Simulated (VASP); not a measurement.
# Ni: single point with PBE

The system is Ni.

```xyz
3
Lattice="3.9870 0.0000 0.0000 -1.9935 3.4528 0.0000 0.0000 0.0000 2.4236" Properties=species:S:1:pos:R:3 pbc="T T T"
Ni    0.0000    2.3019    1.2118
Ni    0.0000    0.0000    0.0000
Ni    1.9935    1.1509    1.2118
```

| Quantity | Value |
| --- | --- |
| Program | VASP 6.6.1 |
| Task | single point |
| Functional | PBE |
| Potentials or basis | VASP PAW PBE potentials, release 64 (Ni) |
| Cutoff | 520 eV |
| k mesh | 6 × 6 × 6 |
| Occupations | gaussian, width 0.1 eV |
| Spin | collinear spin, ferromagnetic start |
| Starting moments | [0.73, 0.77, 0.73] μB |

```json
{"Pressure": "-0.1 GPa", "Net moment": "1.93 μB per cell", "Site moments": "Ni +0.67, +0.62 μB", "Valence electrons inside the program's atomic spheres": "Ni 9.32, 9.23"}
```

Stress tensor (GPa, compression positive):
```
-0.12  0.00  0.00
 0.00 -0.12  0.00
 0.00  0.00 -0.03
```

Levels at points of the mesh, in eV from the Fermi level:
Spin up:
```csv
k point,band 14,band 15,band 16,band 17,band 18,band 19
"(0.00, 0.00, 0.00)",-1.50,-0.45,-0.45,6.01,6.01,6.04
"(0.50, 0.00, 0.00)",-0.74,-0.69,-0.69,-0.51,0.16,6.12
"(0.00, 0.00, 0.50)",-0.73,-0.08,0.89,1.62,9.78,10.10
"(0.50, 0.00, 0.50)",-0.50,-0.32,1.74,1.76,4.99,5.38
```
Spin down:
```csv
k point,band 10,band 11,band 12,band 13,band 14,band 15,band 16,band 17,band 18,band 19
"(0.00, 0.00, 0.00)",-1.35,-0.85,-0.85,-0.81,-0.81,0.28,0.28,6.27,6.27,6.28
"(0.50, 0.00, 0.00)",-0.75,-0.72,-0.26,-0.03,-0.01,0.01,0.10,0.11,0.30,6.51
"(0.00, 0.00, 0.50)",-1.36,-0.11,-0.11,0.08,0.08,0.74,1.38,2.17,9.81,10.17
"(0.50, 0.00, 0.50)",-0.94,-0.72,-0.25,-0.03,0.15,0.51,1.92,2.15,5.27,5.76
```

It took 61 s on 1 thread of Intel(R) Xeon(R) Platinum 8259CL CPU @ 2.50GHz (Skylake/Cascade Lake) (shared host), peak memory 0.17 GiB.

Caveat: the k points lie up to 0.43 Å⁻¹ apart.
